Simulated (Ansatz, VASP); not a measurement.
# TaSb in VASP and in Ansatz

```xyz
2
Lattice="0.0000 2.6751 2.6751 2.6751 0.0000 2.6751 2.6751 2.6751 0.0000" Properties=species:S:1:pos:R:3 pbc="T T T"
Ta    0.0000    0.0000    0.0000
Sb    2.6751    2.6751    2.6751
```

Change from the starting cell: volume scaled by 0.9, LAPW.

Alike in both runs: task single point; functional LDA; k mesh 13 × 13 × 13; occupations fermi-dirac, width 0.05 eV; no spin polarisation.

|  | VASP | Ansatz |
| --- | --- | --- |
| version | VASP 6.6.1 | Ansatz 0.2.0 |
| potentials or method | VASP PAW LDA potentials, release 64 (Ta_pv, Sb), cutoff 520 eV | all-electron LAPW, scalar-relativistic |

Ansatz gave:

```
pressure (GPa) : 18.2
```

Question: Estimate VASP's values.

Answer: Pressure (GPa): 19.1.

LDA's correlation is that of Perdew and Zunger in VASP and of Perdew and Wang (1992) in Ansatz. Ansatz ran all-electron here, and VASP with PAW potentials.

Neither program's run includes spin-orbit coupling.
